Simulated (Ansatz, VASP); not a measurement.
# NaI in VASP and in Ansatz

The input INCAR:

```
SYSTEM = NaI
PREC = Accurate
ENCUT = 520
EDIFF = 1E-8
ISMEAR = -1
SIGMA = 0.02
LREAL = .False.
LASPH = .True.
NELM = 150
ALGO = Normal
ISIF = 2
LWAVE = .False.
LCHARG = .False.
LNONCOLLINEAR = .True.
MAGMOM = 0 0 0 0 0 0
LORBIT = 11
LSORBIT = .True.
GGA_COMPAT = .False.
LORBMOM = .True.
GGA = PE
LEFG = .True.
NBANDS = 26
```

The input KPOINTS:

```
regular mesh
0
Gamma
  8 8 8
  0 0 0
```

File POSCAR:

```
NaI
1.0
    0.0000000000      3.2364000000      3.2364000000
    3.2364000000      0.0000000000      3.2364000000
    3.2364000000      3.2364000000      0.0000000000
Na I
1 1
Direct
    0.0000000000      0.0000000000      0.0000000000
    0.5000000000      0.5000000000      0.5000000000
```

Input for Ansatz:

```yaml
crystal:
  lattice:
    - [0.0, 3.2364, 3.2364]
    - [3.2364, 0.0, 3.2364]
    - [3.2364, 3.2364, 0.0]
  atoms:
    - { symbol: Na, position: [0.0, 0.0, 0.0] }
    - { symbol: I, position: [0.5, 0.5, 0.5] }
kpoints:
  mp_grid: { grid: [8, 8, 8] }
  band_path:
    path:
      - [0.0, 0.0, 0.0]
      - [0.5, 0.0, 0.5]
      - [0.625, 0.25, 0.625]
      - [0.375, 0.375, 0.75]
      - [0.0, 0.0, 0.0]
      - [0.5, 0.5, 0.5]
      - [0.5, 0.25, 0.75]
      - [0.5, 0.0, 0.5]
    npoints: 5
scf:
  occupations: { method: fermi_dirac, width: 0.02 }
hamiltonian:
  xc: pbe
  pseudopotentials: { kind: paw_fr }
output:
  forces: true
  stress: true
  eigenvalues: true
  efg: { contact_densities: true }
magnetization:
  noncollinear: true
  spin_orbit: true
```

Alike in both runs: task electric field gradients; functional PBE; k mesh 8 × 8 × 8; occupations fermi-dirac, width 0.02 eV; non-collinear spin, spin-orbit coupling.

```csv
,VASP,Ansatz
version,VASP 6.6.1,Ansatz 0.2.0
potentials or method,"VASP PAW PBE potentials, release 64 (Na_pv, I)","PAW with Ansatz's default frozen-core files, fully relativistic files with spin-orbit coupling"
plane-wave cutoff (eV),520,420
valence electrons in the cell,14,26
```

|  | VASP | Ansatz | Ansatz less VASP |
| --- | --- | --- | --- |
| pressure (GPa) | 0.5 | 0.4 | -0.02 |
| net moment per atom (μB) | 0.00 | 0.00 | 0.000 |

VASP's potentials hold 14 valence electrons a cell and Ansatz's 26, so a difference there can come from the potentials and not from the codes.
